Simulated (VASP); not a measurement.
BN: relaxation of the atoms with PBE+D3(BJ)

System: BN, a slab with vacuum.

```xyz
2
Lattice="2.5088 0.0015 0.0000 1.2531 2.2820 0.0000 0.0000 0.0000 26.0000" Properties=species:S:1:pos:R:3 pbc="T T T"
B     1.8809    1.1417   13.0000
N     3.1348    1.9029   13.0000
```

This cell differs from its parent crystal: strain along y +0.050.

```
Program                : VASP 6.6.1
Task                   : relaxation of the atoms
Functional             : PBE
Dispersion             : D3(BJ)
Potentials or basis    : VASP PAW PBE potentials, release 64 (B, N)
Cutoff                 : 520 eV
k mesh                 : 10 × 10 × 1
Occupations            : gaussian, width 0.02 eV
Spin                   : no spin polarisation
Dipole correction      : yes
Further INCAR settings : ALGO = Normal; EDIFF = 1e-06; IBRION = 2; EDIFFG = -0.01; NSW = 60
```

The energy gained by relaxing is 0.6 meV/atom. The ionic steps are 3, the band gap on the k mesh is 4.56 eV (least direct gap 4.67 eV) and the dispersion energy per atom is -0.073 eV.

Step by step:
```csv
step,energy change (eV),largest force (eV/Å),pressure (GPa)
1,0.0000,0.2676,-1.94
2,0.0035,0.5453,-2.00
3,-0.0012,0.0001,-1.97
```

Final structure:
```cif
data_structure
_symmetry_space_group_name_H-M 'P 1'
_symmetry_Int_Tables_number 1
_cell_length_a 2.5088
_cell_length_b 2.6035
_cell_length_c 26.0000
_cell_angle_alpha 90.000
_cell_angle_beta 90.000
_cell_angle_gamma 61.193
_cell_volume 148.80
loop_
_atom_site_label
_atom_site_type_symbol
_atom_site_fract_x
_atom_site_fract_y
_atom_site_fract_z
_atom_site_occupancy
B1 B 0.50094 0.49808 0.50000 1
N1 N 0.83236 0.83522 0.50000 1
```

Levels at points of the mesh, in eV from the valence-band top:
```csv
k point,band 1,band 2,band 3,band 4,band 5,band 6,band 7,band 8
"(0.00, 0.00, 0.00)",-17.14,-4.78,-1.56,-1.12,4.81,5.74,6.04,6.51
"(0.50, 0.00, 0.00)",-14.17,-8.44,-4.17,-0.63,4.78,8.62,12.39,12.83
"(0.00, 0.50, 0.00)",-14.50,-8.62,-3.43,-1.00,4.56,9.86,11.92,12.43
"(0.50, 0.50, 0.00)",-14.17,-8.44,-4.17,-0.63,4.78,8.62,12.39,12.83
```

Wall time 95 s on 1 thread of Intel(R) Xeon(R) Platinum 8488C (Sapphire Rapids), with other jobs on the host, peak memory 0.31 GiB.

Caveat: the cell differs from its parent crystal (strain along y +0.050).
